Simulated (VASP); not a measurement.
Input of a VASP 6.6.1 run:

Contents of POSCAR:

```
BaS
1.0
    3.2769503834      3.2769503834      0.0000000000
   -3.2769503834      3.2769503834      0.0000000000
    0.0000000000      3.2769503834      3.1901750928
Ba S
1 1
Direct
    0.0000000000      0.0000000000      0.0000000000
    0.5000000000      0.5000000000      0.0000000000
```

Contents of INCAR.step1:

```
SYSTEM = BaS
  ALGO = Normal
  EDIFF = 1E-4
  ENCUT = 520
  GGA = PE
  ISMEAR = 0
  LASPH = .True.
  LCHARG = .False.
  LREAL = .False.
  LWAVE = .True.
  NBANDS = 15
  NELM = 80
  PREC = Accurate
  SIGMA = 0.01
```

INCAR.step2

```
SYSTEM = BaS
  ALGO = Normal
  EDIFF = 1E-7
  ENCUT = 520
  ISIF = 2
  ISMEAR = 0
  ISTART = 1
  LASPH = .True.
  LCHARG = .False.
  LMIXTAU = .True.
  LREAL = .False.
  LWAVE = .False.
  METAGGA = R2SCAN
  NBANDS = 15
  NELM = 80
  PREC = Accurate
  SIGMA = 0.01
```

File KPOINTS:

```
k-points
0
Gamma
  6 6 6
  0 0 0
```

Potentials or basis: VASP PAW PBE potentials, release 64 (Ba_sv, S).

Command:

```sh
$ cat potpaw_PBE.64/Ba_sv/POTCAR potpaw_PBE.64/S/POTCAR > POTCAR
$ cp INCAR.step1 INCAR
$ mpirun -np 1 vasp_std > vasp.out
$ cp INCAR.step2 INCAR
$ mpirun -np 1 vasp_std > vasp.out
```

Q: Estimate the pressure.

A: -0.8 GPa.

Q: Predict the band gap on the k mesh.

A: 2.47 eV (least direct gap 2.65 eV).

Stress tensor (GPa, compression positive):
```
-1.48  0.00  0.00
 0.00 -1.48  0.00
 0.00  0.00  0.61
```

Caveat: the cell differs from its parent crystal (in-plane strain +0.02, then relaxed in part); the PAW data sets were made with another functional, which shifts forces and pressure a little; spin-orbit coupling is left out, which moves the levels of the heavy elements. A k mesh can miss the band edges.
